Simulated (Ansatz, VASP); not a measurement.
# CdSe: VASP beside Ansatz

INCAR

```
PREC     = Accurate       # precision mode
ENCUT    = 520            # plane-wave cutoff, eV
EDIFF    = 1E-6           # SCF threshold, eV
ISMEAR   = 0              # smearing method
SIGMA    = 0.02           # smearing width, eV
LREAL    = False          # projectors in reciprocal space
LASPH    = True           # aspherical terms in the spheres
NELM     = 100            # most SCF steps
ALGO     = Normal         # electronic algorithm
ISIF     = 2              # what is computed and relaxed
LWAVE    = False          # write WAVECAR
LCHARG   = False          # write CHGCAR
GGA      = PS             # functional
NBANDS   = 16             # bands
```

Contents of KPOINTS:

```
Automatic mesh
0
Gamma
  8 8 8
```

File POSCAR:

```
CdSe
1.0
    0.0000000000      3.0702711986      3.0702711986
    3.0702711986      0.0000000000      3.0702711986
    3.0702711986      3.0702711986      0.0000000000
Cd Se
1 1
Direct
    0.0000000000      0.0000000000      0.0000000000
    0.2500000000      0.2500000000      0.2500000000
```

input.yaml

```yaml
crystal:
  lattice:
    - [0.0, 3.0702711986, 3.0702711986]
    - [3.0702711986, 0.0, 3.0702711986]
    - [3.0702711986, 3.0702711986, 0.0]
  atoms:
    - { symbol: Cd, position: [0.0, 0.0, 0.0] }
    - { symbol: Se, position: [0.25, 0.25, 0.25] }
kpoints:
  mp_grid: { grid: [8, 8, 8] }
scf:
  occupations: { method: gaussian, width: 0.02 }
hamiltonian:
  xc: pbesol
  pseudopotentials: { kind: all_electron, lapw: { basis_error: 0.001 } }
output:
  forces: true
  stress: true
  eigenvalues: true
```

Alike in both runs: task single point; functional PBEsol; k mesh 8 × 8 × 8; occupations gaussian, width 0.02 eV; no spin polarisation.

|  | VASP | Ansatz |
| --- | --- | --- |
| version | VASP 6.6.1 | Ansatz 0.2.0 |
| potentials or method | VASP PAW PBE potentials, release 64 (Cd, Se), cutoff 520 eV | all-electron LAPW, scalar-relativistic |

VASP gave:

| Item | Value |
| --- | --- |
| gap on the k mesh at the Fermi level (eV) | 0.43 |
| least direct gap on the mesh (eV) | 0.43 |
| pressure (GPa) | -1.1 |

Estimate Ansatz's values.

gap on the k mesh at the Fermi level (eV): 0.43; least direct gap on the mesh (eV): 0.43; pressure (GPa): -1.4.

VASP's potentials were made for PBE, not for PBEsol. Ansatz ran all-electron here, and VASP with PAW potentials.
